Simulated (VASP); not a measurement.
# P in VASP: notebook

The runs below take P through single point, with r2SCAN.

Everything below comes from runs of VASP 6.6.1. Logs are shortened: lines on timing, memory, paths and dates and some standing lists are left out, and cuts for length are marked.

**1. The cell of the first run**

The cell holds a slab with vacuum, 4 atoms: a = 3.120 Å, b = 33.114 Å, c = 4.864 Å, α = 90.00°, β = 90.00°, γ = 90.00°.

**2. Single point, r2SCAN (strain -0.050 along x and y, +0.050 along z)**

Input file POSCAR:

```
P
1.0
    3.1195413340      0.0000000000      0.0000000000
    0.0000000000     33.1141794405      0.0000000000
    0.0000000000      0.0000000000      4.8636889455
P
4
Direct
    0.0000000000      0.9702614300      0.5921507200
    0.0000000000      0.0297385700      0.4078492800
    0.5000000000      0.0297385700      0.0921507200
    0.5000000000      0.9702614300      0.9078492800
```

Input file INCAR.step1:

```
SYSTEM = P
PREC     = Accurate       ! precision mode
ENCUT    = 520            ! plane-wave cutoff, eV
ISMEAR   = 0              ! smearing method
SIGMA    = 0.05           ! smearing width, eV
LREAL    = .False.        ! projectors in reciprocal space
LASPH    = .True.         ! aspherical terms in the spheres
NELM     = 100            ! most SCF steps
NBANDS   = 18             ! bands
GGA      = PE             ! functional
ALGO     = Normal         ! electronic algorithm
EDIFF    = 1E-4           ! SCF threshold, eV
LWAVE    = .True.         ! write WAVECAR
LCHARG   = .False.        ! write CHGCAR
```

Input file INCAR.step2:

```
SYSTEM = P
PREC     = Accurate       ! precision mode
ENCUT    = 520            ! plane-wave cutoff, eV
EDIFF    = 1E-6           ! SCF threshold, eV
ISMEAR   = 0              ! smearing method
SIGMA    = 0.05           ! smearing width, eV
LREAL    = .False.        ! projectors in reciprocal space
LASPH    = .True.         ! aspherical terms in the spheres
NELM     = 100            ! most SCF steps
ALGO     = Normal         ! electronic algorithm
ISIF     = 2              ! what is computed and relaxed
LWAVE    = .False.        ! write WAVECAR
LCHARG   = .False.        ! write CHGCAR
METAGGA  = R2SCAN         ! meta-GGA
LMIXTAU  = .True.       
NBANDS   = 18             ! bands
ISTART   = 1
```

Input file KPOINTS:

```
regular mesh
0
Gamma
  8 1 6
  0 0 0
```

Potentials or basis: VASP PAW PBE potentials, release 64 (P).

Command:

```console
cat potpaw_PBE.64/P/POTCAR > POTCAR
cp INCAR.step1 INCAR
mpirun -np 1 vasp_std > vasp.out
cp INCAR.step2 INCAR
mpirun -np 1 vasp_std > vasp.out
```

OUTCAR:

```text
SYSTEM = P
   PREC = Accurate
   ENCUT = 520
   EDIFF = 1E-6
   ISMEAR = 0
   LREAL = .False.
   LASPH = .True.
   NELM = 100
   ISIF = 2
   METAGGA = R2SCAN
   ISTART = 1

 ion  position               nearest neighbor table
   1  0.000  0.970  0.592-   2 2.16   4 2.19   4 2.19
   2  0.000  0.030  0.408-   1 2.16   3 2.19   3 2.19
   3  0.500  0.030  0.092-   4 2.16   2 2.19   2 2.19
   4  0.500  0.970  0.908-   3 2.16   1 2.19   1 2.19

  LATTYP: Found a simple orthorhombic cell.
 ALAT       =     3.1195413340
 B/A-ratio  =     1.5591038633
 C/A-ratio  =    10.6150795566

  Lattice vectors:

 A1 = (  -3.1195413340,   0.0000000000,   0.0000000000)
 A2 = (   0.0000000000,   0.0000000000,   4.8636889455)
 A3 = (   0.0000000000,  33.1141794405,   0.0000000000)

Analysis of symmetry for initial positions (statically):
=====================================================================
 Subroutine PRICEL returns:
 Original cell was already a primitive cell.

 Routine SETGRP: Setting up the symmetry group for a
 simple orthorhombic supercell.

 Subroutine GETGRP returns: Found  8 space group operations
 (whereof  4 operations were pure point group operations)
 out of a pool of  8 trial point group operations.

The static configuration has the point symmetry C_2h.
 The point group associated with its full space group is D_2h.

Analysis of symmetry for dynamics (positions and initial velocities):
=====================================================================
 Subroutine PRICEL returns:
 Original cell was already a primitive cell.

 Routine SETGRP: Setting up the symmetry group for a
 simple orthorhombic supercell.

 Subroutine GETGRP returns: Found  8 space group operations
 (whereof  4 operations were pure point group operations)
 out of a pool of  8 trial point group operations.

The dynamic configuration has the point symmetry C_2h.
 The point group associated with its full space group is D_2h.

 Subroutine INISYM returns: Found  8 space group operations
 (whereof  4 operations are pure point group operations),
 and found     1 'primitive' translations

----------------------------------------------------------------------------------------

                                     Primitive cell

  volume of cell :     502.4242

  direct lattice vectors                    reciprocal lattice vectors
     3.119541334  0.000000000  0.000000000     0.320559945  0.000000000  0.000000000
     0.000000000 33.114179441  0.000000000     0.000000000  0.030198544  0.000000000
     0.000000000  0.000000000  4.863688945     0.000000000  0.000000000  0.205605254

  length of vectors
     3.119541334 33.114179441  4.863688945     0.320559945  0.030198544  0.205605254

  position of ions in fractional coordinates (direct lattice)
     0.000000000  0.970261430  0.592150720
     0.000000000  0.029738570  0.407849280
     0.500000000  0.029738570  0.092150720
     0.500000000  0.970261430  0.907849280

  ion indices of the primitive-cell ions
   primitive index   ion index
                 1           1
                 2           2
                 3           3
                 4           4

----------------------------------------------------------------------------------------

 KPOINTS: regular mesh

Automatic generation of k-mesh.
 Grid dimensions read from file:
 generate k-points for:    8    1    6

 Generating k-lattice:

  Cartesian coordinates                     Fractional coordinates (reciprocal lattice)
     0.040069993  0.000000000  0.000000000     0.125000000  0.000000000  0.000000000
     0.000000000  0.030198544  0.000000000     0.000000000  1.000000000  0.000000000
     0.000000000  0.000000000  0.034267542     0.000000000  0.000000000  0.166666667

  Length of vectors
     0.040069993  0.030198544  0.034267542

  Shift w.r.t. Gamma in fractional coordinates (k-lattice)
     0.000000000  0.000000000  0.000000000

 Subroutine IBZKPT returns following result:
 ===========================================

 Found     20 irreducible k-points:

 Following reciprocal coordinates:
            Coordinates               Weight
  0.000000  0.000000  0.000000      1.000000
  0.125000  0.000000  0.000000      2.000000
  0.250000  0.000000  0.000000      2.000000
  0.375000  0.000000  0.000000      2.000000
  0.500000  0.000000  0.000000      1.000000
  0.000000  0.000000  0.166667      2.000000
[... 12 lines left out ...]
  0.375000  0.000000  0.500000      2.000000
  0.500000  0.000000  0.500000      1.000000
   k-points           NKPTS =     20   k-points in BZ     NKDIM =     20   number of bands    NBANDS=     18
   number of dos      NEDOS =    301   number of ions     NIONS =      4
   total plane-waves  NPLWV = 216000
   dimension x,y,z NGX =    24 NGY =  250 NGZ =   36
   dimension x,y,z NGXF=    48 NGYF=  500 NGZF=   72
   ions per type =               4
   NGX,Y,Z   is equivalent  to a cutoff of  12.79, 12.55, 12.31 a.u.
   NGXF,Y,Z  is equivalent  to a cutoff of  25.58, 25.10, 24.61 a.u.
 SYSTEM =  P
   PREC   = accura    normal or accurate (medium, high low for compatibility)
   ISTART =      1    job   : 0-new  1-cont  2-samecut
   ICHARG =      0    charge: 1-file 2-atom 10-const
   ISPIN  =      1    spin polarized calculation?
   LNONCOLLINEAR =      F non collinear calculations
   LSORBIT =      F    spin-orbit coupling
   LASPH  =      T    aspherical Exc in radial PAW
   ENCUT  =  520.0 eV  38.22 Ry    6.18 a.u.   5.80 61.57  9.04*2*pi/ulx,y,z
   NELM   =    100;   NELMIN=  2; NELMDL=  0     # of ELM steps
   EDIFF  = 0.1E-05   stopping-criterion for ELM
   LREAL  =      F    real-space projection
[... 7 lines left out ...]
   TEBEG  =    0.0;   TEEND  =   0.0 temperature during run
   PSTRESS=    0.0 pullay stress
   NELECT =      20.0000    total number of electrons
   NUPDOWN=      -1.0000    fix difference up-down
   EMIN   =  10.00;   EMAX   =-10.00  energy-range for DOS
   EFERMI =   0.00;   METHOD = LEGACY
   ISMEAR =     0;   SIGMA  =   0.05  broadening in eV -4-tet -1-fermi 0-gaus
   EFERMI_NEDOS =   21; number of points for ismear=-14 and -15
   IALGO  =     38    algorithm
   IMIX   =      4    mixing-type and parameters
     AMIX     =   0.40;   BMIX     =  1.00
     AMIX_MAG =   1.60;   BMIX_MAG =  1.00
  volume/ion in A,a.u.               =     125.61       847.63
  Fermi-wavevector in a.u.,A,eV,Ry     =   0.558978  1.056315  4.251226  0.312456
  Thomas-Fermi vector in A             =   1.594231
   LORBIT       =      0    0 simple, 1 ext, 2 COOP (PROOUT), +10 PAW based schemes
   METAGGA = R2SCAN    functional components
   LHFCALC =     F    Hartree Fock is set to
   AEXX    =    0.0000 exact exchange contribution
   IVDW    =     0    specifies the selected vdW correction
   LEPSILON=     F    determine dielectric tensor
   LRPA    =     F    only Hartree local field effects (RPA)
 non-spin polarized calculation
 Gauss-broadening in eV      SIGMA  =   0.05
  energy-cutoff  :      520.00
  volume of cell :      502.42
 maximum number of plane-waves:     13592
 NGX is ok and might be reduce to    24
   NGX = 11   NGY =123   NGZ = 19

 number of electron      20.0000004 magnetization

 Free energy of the ion-electron system (eV)
  ---------------------------------------------------
  ext. energy  EPLUGINS =         0.00000000
  ---------------------------------------------------
  free energy    TOTEN  =       -35.53971242 eV

  energy without entropy =      -35.53971242  energy(sigma->0) =      -35.53971242

 E-fermi :  -3.5632     XC(G=0):  -1.7924

 val. band max:       -3.7999463113   @ k =   0.1250   0.0000   0.0000
 cond. band min:      -2.4422448180   @ k =   0.2500   0.0000   0.0000
 fundamental gap:      1.3577014932
 Fermi energy:        -3.5632053725

 k-point     1 :       0.0000    0.0000    0.0000
  band No.  band energies     occupation
      1     -19.8449      2.00000
      2     -17.0193      2.00000
      3     -14.2016      2.00000
      4      -9.9203      2.00000
      5      -8.8017      2.00000
      6      -8.6803      2.00000
[... 10 lines left out ...]
     17       1.8243      0.00000
     18       1.9551      0.00000

 k-point     2 :       0.1250    0.0000    0.0000
  band No.  band energies     occupation
      1     -19.6258      2.00000
      2     -16.7882      2.00000
      3     -14.1677      2.00000
      4      -9.7685      2.00000
      5      -8.6406      2.00000
      6      -8.6054      2.00000
[... 10 lines left out ...]
     17       2.0644      0.00000
     18       2.1535      0.00000

 k-point     3 :       0.2500    0.0000    0.0000
  band No.  band energies     occupation
      1     -18.9767      2.00000
      2     -16.0980      2.00000
      3     -14.2956      2.00000
      4      -9.4894      2.00000
      5      -9.4120      2.00000
      6      -9.3861      2.00000
[... 10 lines left out ...]
     17       2.5552      0.00000
     18       2.7807      0.00000

 k-point     4 :       0.3750    0.0000    0.0000
  band No.  band energies     occupation
      1     -17.9292      2.00000
      2     -15.1551      2.00000
      3     -14.9588      2.00000
      4     -11.4559      2.00000
      5     -10.0445      2.00000
      6      -9.1303      2.00000
[... 291 lines left out ...]
      4     -12.4136      2.00000
      5      -9.1884      2.00000
      6      -9.1884      2.00000
[... 10 lines left out ...]
     17       3.5009      0.00000
     18       3.5009      0.00000

 k-point    19 :       0.3750    0.0000    0.5000
  band No.  band energies     occupation
      1     -16.9566      2.00000
      2     -16.9566      2.00000
      3     -13.1173      2.00000
      4     -13.1173      2.00000
      5      -9.6764      2.00000
      6      -9.6764      2.00000
[... 10 lines left out ...]
     17       3.5285      0.00000
     18       3.5285      0.00000

 k-point    20 :       0.5000    0.0000    0.5000
  band No.  band energies     occupation
      1     -16.2653      2.00000
      2     -16.2653      2.00000
      3     -13.9526      2.00000
      4     -13.9526      2.00000
      5      -9.0798      2.00000
      6      -9.0798      2.00000
[... 10 lines left out ...]
     17       3.7669      0.00000
     18       3.7669      0.00000

------------------------ aborting loop because EDIFF is reached ----------------------------------------

  FORCE on cell =-STRESS in cart. coord.  units (eV):
  Direction    XX          YY          ZZ          XY          YZ          ZX
  --------------------------------------------------------------------------------------
  -------------------------------------------------------------------------------------
  Total        5.1797988      3.2516612     -1.6186896      0.0000000      0.0000000      0.0000000
  in kB       16.5178279     10.3692022     -5.1618290      0.0000000      0.0000000      0.0000000
  external PRESSURE =       7.2417337 kB  Pullay stress =       0.0000000 kB

 VOLUME and BASIS-vectors are now :
 -----------------------------------------------------------------------------
  energy-cutoff  :      520.00
  volume of cell :      502.42
      direct lattice vectors                 reciprocal lattice vectors
     3.119541334  0.000000000  0.000000000     0.320559945  0.000000000  0.000000000
     0.000000000 33.114179441  0.000000000     0.000000000  0.030198544  0.000000000
     0.000000000  0.000000000  4.863688945     0.000000000  0.000000000  0.205605254

 POSITION                                       TOTAL-FORCE (eV/Angst)
 -----------------------------------------------------------------------------------
      0.00000     32.12941      2.88004        -0.000000     -0.830961      0.760814
      0.00000      0.98477      1.98365         0.000000      0.830961     -0.760814
      1.55977      0.98477      0.44819        -0.000000      0.830961      0.760814
      1.55977     32.12941      4.41550         0.000000     -0.830961     -0.760814
 -----------------------------------------------------------------------------------
    total drift:                               -0.000000      0.000000     -0.000000

  FREE ENERGIE OF THE ION-ELECTRON SYSTEM (eV)
  ---------------------------------------------------
  free  energy   TOTEN  =       -35.5397124167 eV

  energy  without entropy=      -35.5397124167  energy(sigma->0) =      -35.53971242
```

Run time: 7.3 min. Hardware: 1 thread of Intel Xeon 6975P-C (Granite Rapids), shared host; peak memory 0.6 GiB.

What came out:

| Property | Result |
| --- | --- |
| Free energy | -35.5397 eV |
| Largest force | 1.127 eV/Å |
| Band gap on the k mesh | 1.36 eV (least direct gap 1.54 eV) |

Forces on the atoms (eV/Å):
```
P    0.000 -0.831  0.761
P    0.000  0.831 -0.761
P    0.000  0.831  0.761
P    0.000 -0.831 -0.761
```

Caveat: the cell differs from its parent crystal (strain -0.050 along x and y, +0.050 along z); there is no dipole correction, which matters where the two faces differ; the PAW data sets were made with another functional, which shifts forces and pressure a little.

(Part 1 of 2 ends here.)
